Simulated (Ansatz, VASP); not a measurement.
**WS2 in VASP and in Ansatz**

```
S W
1.0
     3.15300    0.00000    0.00000
    -1.57650    2.73058    0.00000
     0.00000    0.00000   21.14200
S W
2 1
Direct
  0.66667 0.33333 0.42569
  0.66667 0.33333 0.57431
  0.33333 0.66667 0.50000
```

Alike in both runs: task relaxation of the atoms; functional PBEsol; k mesh 12 × 12 × 1; occupations gaussian, width 0.02 eV; no spin polarisation.

|  | VASP | Ansatz |
| --- | --- | --- |
| version | VASP 6.6.1 | Ansatz 0.2.0 |
| potentials or method | VASP PAW PBE potentials, release 64 (S, W_sv) | scalar-relativistic, plane waves, PAW |
| plane-wave cutoff (eV) | 450 | 420 |
| valence electrons in the cell | 26 | 26 |

|  | VASP | Ansatz | Ansatz less VASP |
| --- | --- | --- | --- |
| gap on the k mesh at the Fermi level, each at its own relaxed structure (eV) | 1.91 | 1.90 | -0.007 |

VASP's potentials were made for PBE, not for PBEsol. Ansatz's warnings: slab cell height set.

Spin-orbit coupling is off throughout.
